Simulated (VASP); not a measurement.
Runs of VASP 6.6.1 on ReSbN. The structure is that of space group P4/nmm (No. 129), or close to it. The cells are those of the table. 

```tsv
cell	k mesh	smearing	gap on the mesh (eV)	pressure (GPa)	largest force (eV/Å)
a = 3.432, b = 3.432, c = 8.249 Å, 6 atoms	7 × 7 × 3	fermi-dirac 0.05 eV	none	7.3	1.11
a = 3.432, b = 3.432, c = 8.593 Å, 6 atoms	9 × 9 × 4	fermi-dirac 0.1 eV	none	0.0	0.10
a = 3.432, b = 3.432, c = 8.679 Å, 6 atoms	7 × 7 × 3	fermi-dirac 0.05 eV	none	-1.6	0.18
a = 3.432, b = 3.432, c = 8.936 Å, 6 atoms	7 × 7 × 3	fermi-dirac 0.05 eV	none	(b)	0.88
a = 3.432, b = 3.432, c = 8.421 Å, 6 atoms	7 × 7 × 3	fermi-dirac 0.05 eV	none	(a)	0.61
a = 3.432, b = 3.432, c = 8.593 Å, 6 atoms	6 × 6 × 3	fermi-dirac 0.1 eV	none	0.0	0.10
a = 3.432, b = 3.432, c = 8.507 Å, 6 atoms	7 × 7 × 3	fermi-dirac 0.05 eV	none	1.7	0.36
a = 3.432, b = 3.432, c = 8.593 Å, 6 atoms	7 × 7 × 3	fermi-dirac 0.1 eV	none	0.1	0.13
a = 3.432, b = 3.432, c = 8.593 Å, 6 atoms	7 × 7 × 3	fermi-dirac 0.05 eV	none	0.0	0.11
a = 3.432, b = 3.432, c = 8.764 Å, 6 atoms	7 × 7 × 3	fermi-dirac 0.05 eV	none	-3.1	0.39
a = 3.432, b = 3.432, c = 8.593 Å, 6 atoms	13 × 13 × 5	fermi-dirac 0.1 eV	none	0.0	0.07
a = 3.432, b = 3.432, c = 8.593 Å, 6 atoms	11 × 11 × 5	fermi-dirac 0.1 eV	none	0.0	0.08
```

Alike in all rows: task single point; level PBE; potentials or basis VASP PAW PBE potentials, release 64 (Re, Sb, N); no spin polarisation; cutoff (eV) 520.

Task: Fill in the values left out.

Result: (a) 3.5; (b) -5.8.

Caveats: spin-orbit coupling is left out, which moves the levels of the heavy elements; this functional lacks dispersion, which binds layers or chains, so the pressure and a relaxed spacing across them are unreliable (at least some runs); the cell stands under tension (at least some runs); the stress differs along the axes, from 5 to 11 GPa (at least some runs); forces of over 1 eV/Å act on the atoms, so gaps and moduli don't describe the material at rest (at least some runs); the cell stands under pressure (at least some runs).

A k mesh can miss the band edges, and the runs leave out spin-orbit coupling on Re, Sb.

A gap of «none» marks levels without a gap at the run's occupations.
